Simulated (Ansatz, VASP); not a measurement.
HfC in VASP and in Ansatz

```
CELL_PARAMETERS angstrom
0.00000 2.31714 2.31714
2.31714 0.00000 2.31714
2.31714 2.31714 0.00000
ATOMIC_POSITIONS crystal
Hf 0.00000 0.00000 0.00000
C 0.50000 0.50000 0.50000
```

Alike in both runs: task electric field gradients; functional r2SCAN; k mesh 14 × 14 × 14; occupations fermi-dirac, width 0.05 eV; no spin polarisation.

|  | VASP | Ansatz |
| --- | --- | --- |
| version | VASP 6.6.1 | Ansatz 0.2.0 |
| potentials or method | VASP PAW PBE potentials, release 64 (Hf_pv, C) | PAW with Ansatz's default frozen-core files, scalar-relativistic |
| plane-wave cutoff (eV) | 520 | 500 |
| valence electrons in the cell | 14 | 30 |

VASP gave:

```
pressure (GPa) : 0.0
```

Problem. Which values does Ansatz return?

Solution. Pressure (GPa): 1.0.

VASP's potentials were made for PBE, not for r2SCAN. The functional is the same, so the differences come from potentials, cutoffs and numerics. VASP's potentials hold 14 valence electrons a cell and Ansatz's 30, so a difference there can come from the potentials and not from the codes.

Spin-orbit coupling is off throughout.
